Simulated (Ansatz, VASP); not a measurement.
# One calculation of PbO, two programs

The input INCAR:

```
SYSTEM = PbO
ALGO     = Normal         ! electronic algorithm
EDIFF    = 1E-7           ! SCF threshold, eV
ENCUT    = 520            ! plane-wave cutoff, eV
GGA      = PE             ! functional
ISIF     = 2              ! what is computed and relaxed
ISMEAR   = 0              ! smearing method
LASPH    = .True.         ! aspherical terms in the spheres
LCHARG   = .True.         ! write CHGCAR
LELF     = .True.         ! ELF
LREAL    = .False.        ! projectors in reciprocal space
LVHAR    = .True.       
LWAVE    = .False.        ! write WAVECAR
NBANDS   = 28             ! bands
NELM     = 80             ! most SCF steps
PREC     = Accurate       ! precision mode
SIGMA    = 0.05           ! smearing width, eV
```

The input KPOINTS:

```
k-points
0
Gamma
  8 8 6
  0 0 0
```

File POSCAR:

```
PbO
1.0
    4.1731200000      0.0000000000      0.0000000000
    0.0000000000      4.1731200000      0.0000000000
    0.0000000000      0.0000000000      5.1475500000
Pb O
2 2
Direct
    0.0000000000      0.5000000000      0.2351000000
    0.5000000000      0.0000000000      0.7649000000
    0.0000000000      0.0000000000      0.0000000000
    0.5000000000      0.5000000000      0.0000000000
```

Input for Ansatz:

```yaml
crystal:
  lattice:
    - [4.17312, 0.0, 0.0]
    - [0.0, 4.17312, 0.0]
    - [0.0, 0.0, 5.14755]
  atoms:
    - { symbol: Pb, position: [0.0, 0.5, 0.2351] }
    - { symbol: Pb, position: [0.5, 0.0, 0.7649] }
    - { symbol: O, position: [0.0, 0.0, 0.0] }
    - { symbol: O, position: [0.5, 0.5, 0.0] }
basis:
  ecutwfc: 420
kpoints:
  mp_grid: { grid: [8, 8, 6] }
hamiltonian:
  xc: pbe
scf:
  occupations: { method: gaussian, width: 0.05 }
output:
  forces: true
  stress: true
  eigenvalues: true
```

Change from the starting cell: strain +0.050 along x and y, +0.025 along z, atoms carried along.

Alike in both runs: task single point; functional PBE; k mesh 8 × 8 × 6; occupations gaussian, width 0.05 eV; no spin polarisation.

|  | VASP | Ansatz |
| --- | --- | --- |
| version | VASP 6.6.1 | Ansatz 0.2.0 |
| potentials or method | VASP PAW PBE potentials, release 64 (Pb_d, O), cutoff 520 eV | scalar-relativistic, plane waves, PAW |
| valence electrons in the cell | 40 | 40 |

|  | VASP | Ansatz | Ansatz less VASP |
| --- | --- | --- | --- |
| gap on the k mesh at the Fermi level (eV) | 1.44 | 1.43 | -0.004 |
| least direct gap on the mesh (eV) | 2.01 | 2.01 | 0.000 |
| pressure (GPa) | -4.1 | -4.1 | -0.02 |
| traceless stress, the component that is largest in VASP (GPa) | 0.97 | 0.99 | +0.021 |
| rms of the force components (eV/Å) | 0.358 | 0.369 | +0.0111 |

Atom by atom the forces differ by 0.011 eV/Å (rms over components).

Spin-orbit coupling is off throughout.
